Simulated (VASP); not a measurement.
A run of VASP 6.6.1 is set up as follows.

Contents of INCAR:

```
PREC = Accurate ; ENCUT = 520
EDIFF = 1E-6 ; ISMEAR = 0
SIGMA = 0.15 ; LREAL = False
LASPH = True ; NELM = 80
ALGO = Normal ; ISIF = 2
LWAVE = False ; LCHARG = False
GGA = PE ; NBANDS = 13
```

File KPOINTS:

```
regular mesh
0
Gamma
  16 16 16
```

File POSCAR:

```
Pb
1.0
    0.0000000000      2.2722160000      2.5685920000
    2.2722160000      0.0000000000      2.5685920000
    2.2722160000      2.2722160000      0.0000000000
Pb
1
Direct
    0.0000000000      0.0000000000      0.0000000000
```

Potentials or basis: VASP PAW PBE potentials, release 64 (Pb_d).

The run is started by

```console
$ cat potpaw_PBE.64/Pb_d/POTCAR > POTCAR
$ mpirun -np 1 vasp_std > vasp.out
```

(1) What does it give for the band gap on the k mesh?

(2) Predict the pressure.

Answers

(1) zero (bands 7 and 8 overlap by 10.77 eV).

(2) 11.8 GPa.

Caveat: the cell differs from its parent crystal (strain -0.080 along x and y, +0.040 along z); the cell stands under pressure; spin-orbit coupling is left out, which moves the levels of the heavy elements.
